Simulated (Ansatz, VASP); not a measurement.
# BeBi3 in VASP and in Ansatz

```
Be Bi
1.0
     4.80658    0.00000    0.00000
     0.00000    4.80658    0.00000
     0.00000    0.00000    4.80658
Be Bi
1 3
Direct
  0.00000 0.00000 0.00000
  0.00000 0.50000 0.50000
  0.50000 0.00000 0.50000
  0.50000 0.50000 0.00000
```

Alike in both runs: functional PBE; k mesh 10 × 10 × 10; occupations gaussian, width 0.1 eV; no spin polarisation.

Ansatz relaxed the structure, and its values are those at the end. VASP's run is a single point on that final structure, the one shown.

```csv
,VASP,Ansatz
version,VASP 6.6.1,Ansatz 0.2.0
potentials or method,"VASP PAW PBE potentials, release 64 (Be, Bi_d), cutoff 520 eV","scalar-relativistic, plane waves, PAW"
valence electrons in the cell,47,47
```

```csv
,VASP,Ansatz,Ansatz less VASP
gap on the k mesh at the Fermi level (eV),none,none,-
pressure (GPa),-0.1,0.0,+0.05
```

A gap of «none» marks a metal or a gap that the smearing closes.

Spin-orbit coupling is off throughout.
